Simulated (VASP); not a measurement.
Write the native input for VASP 6.6.1 that does the following.

- Task: single point
- Functional: PBEsol
- Potentials or basis: VASP PAW PBE potentials, release 64 (P, B)
- Cutoff: 520 eV
- k mesh: 10 × 10 × 10
- Occupations: fermi-dirac, width 0.05 eV
- Spin: no spin polarisation
- Dipole correction: no
- Further INCAR settings: ALGO = Normal; EDIFF = 1e-07; NBANDS = 11

The structure of BP lies in POSCAR:

```
BP
1.0
    0.0000000000      2.2600864295      2.2600864295
    2.2600864295      0.0000000000      2.2600864295
    2.2600864295      2.2600864295      0.0000000000
P B
1 1
Direct
    0.7500000000      0.7500000000      0.7500000000
    0.0000000000      0.0000000000      0.0000000000
```

The input as run:

INCAR

```
SYSTEM = BP
PREC = Accurate ; ENCUT = 520
EDIFF = 1E-7 ; ISMEAR = -1
SIGMA = 0.05 ; LREAL = .False.
LASPH = .True. ; NELM = 100
ALGO = Normal ; ISIF = 2
LWAVE = .False. ; LCHARG = .True.
GGA = PS ; LELF = .True.
LVHAR = .True. ; NBANDS = 11
```

KPOINTS

```
regular mesh
0
Gamma
  10 10 10
  0 0 0
```

Potentials or basis: VASP PAW PBE potentials, release 64 (P, B).

Run with:

```sh
$ cat potpaw_PBE.64/P/POTCAR potpaw_PBE.64/B/POTCAR > POTCAR
$ mpirun -np 1 vasp_std > vasp.out
```

Results of the run:

```yaml
Pressure: 0.1 GPa
Band_gap_on_the_k_mesh: 1.12 eV, indirect (least direct gap 3.37 eV)
```

Caveat: the PAW data sets were made with another functional, which shifts forces and pressure a little.

Wall time 7.6 s on 1 thread of AMD EPYC 9R45 96-Core Processor (Zen 5), on a shared host, peak memory 0.11 GiB.
